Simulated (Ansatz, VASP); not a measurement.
Two plane-wave programs on CO2

```xyz
6
Lattice="3.0021 -2.6976 0.0000 3.0021 2.6976 0.0000 0.0000 0.0000 7.0503" Properties=species:S:1:pos:R:3 pbc="T T T"
C     0.0000    0.0000    0.0000
C     3.0021    0.0000    3.5252
O     3.0021   -1.7548    6.3576
O     3.0021    1.7548    0.6928
O     3.0021   -0.9428    2.8324
O     3.0021    0.9428    4.2179
```

Alike in both runs: functional PBE; k mesh 6 × 6 × 4; occupations gaussian, width 0.02 eV; no spin polarisation.

Ansatz relaxed the structure, and its values are those at the end. VASP's run is a single point on that final structure, the one shown.

```csv
,VASP,Ansatz
version,VASP 6.6.1,Ansatz 0.2.0
potentials or method,"VASP PAW PBE potentials, release 64 (C, O), cutoff 520 eV","scalar-relativistic, plane waves, PAW"
valence electrons in the cell,32,32
```

VASP gave:

| Property | Result |
| --- | --- |
| gap on the k mesh at the Fermi level (eV) | 6.46 |
| least direct gap on the mesh (eV) | 6.71 |
| pressure (GPa) | 1.2 |
| rms of the force components (eV/Å) | 0.295 |

Q: What did Ansatz give for the same quantities?

A: gap on the k mesh at the Fermi level (eV): 6.48; least direct gap on the mesh (eV): 6.72; pressure (GPa): 0.0; rms of the force components (eV/Å): 0.002.

Noted on VASP's run: the standard files for N, O and F lose accuracy on very short bonds.
